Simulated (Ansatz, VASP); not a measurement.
One calculation of TaN, two programs

POSCAR

```
TaN
1.0
    2.9379988584      0.0000000000      0.0000000000
   -1.4689994292      2.6207130971      0.0000000000
    0.0000000000      0.0000000000      2.8830000000
Ta N
1 1
Direct
    0.3333333333      0.6666666667      0.5000000000
    0.0000000000      0.0000000000      0.0000000000
```

Contents of INCAR.step1:

```
PREC = Accurate ; ENCUT = 520
ISMEAR = 0 ; SIGMA = 0.15
LREAL = F ; LASPH = T
NELM = 60 ; NBANDS = 15
GGA = PE ; ALGO = Normal
EDIFF = 1E-4 ; LWAVE = T
LCHARG = F
```

File INCAR.step2:

```
PREC = Accurate ; ENCUT = 520
EDIFF = 1E-6 ; ISMEAR = 0
SIGMA = 0.15 ; LREAL = F
LASPH = T ; NELM = 60
ALGO = Normal ; ISIF = 2
LWAVE = F ; LCHARG = F
METAGGA = R2SCAN ; LMIXTAU = T
NBANDS = 15 ; ISTART = 1
```

Contents of KPOINTS:

```
regular mesh
0
Gamma
  18 18 16
```

Input for Ansatz:

```yaml
crystal:
  lattice:
    - [2.9379988584, 0.0, 0.0]
    - [-1.4689994292, 2.6207130971, 0.0]
    - [0.0, 0.0, 2.883]
  atoms:
    - { symbol: Ta, position: [0.3333333333, 0.6666666667, 0.5] }
    - { symbol: "N", position: [0.0, 0.0, 0.0] }
basis:
  ecutwfc: 500
kpoints:
  mp_grid: { grid: [18, 18, 16] }
hamiltonian:
  xc: r2scan
scf:
  occupations: { method: gaussian, width: 0.15 }
output:
  forces: true
  stress: true
  eigenvalues: true
```

Change from the starting cell: strain +0.0300 x Voigt [0, 1, 0, 0, 0, 0], atoms carried along.

Alike in both runs: task single point; functional r2SCAN; k mesh 18 × 18 × 16; occupations gaussian, width 0.15 eV; no spin polarisation.

```csv
,VASP,Ansatz
version,VASP 6.6.1,Ansatz 0.2.0
potentials or method,"VASP PAW PBE potentials, release 64 (Ta_pv, N), cutoff 520 eV","scalar-relativistic, plane waves, PAW"
valence electrons in the cell,16,18
```

Ansatz gave:

* gap on the k mesh at the Fermi level (eV): none
* pressure (GPa): -9.6
* traceless stress, the component that is largest in VASP (GPa): -9.44
* rms of the force components (eV/Å): 0.005

Problem. Which values does VASP return?

Solution. gap on the k mesh at the Fermi level (eV): none; pressure (GPa): -8.2; traceless stress, the component that is largest in VASP (GPa): -9.51; rms of the force components (eV/Å): 0.007.

VASP's potentials were made for PBE, not for r2SCAN. Atom by atom the forces differ by 0.002 eV/Å (rms over components). A gap of «none» marks a metal or a gap that the smearing closes. The functional is the same, so the differences come from potentials, cutoffs and numerics. VASP's potentials hold 16 valence electrons a cell and Ansatz's 18, so a difference there can come from the potentials and not from the codes.

Spin-orbit coupling is off throughout.
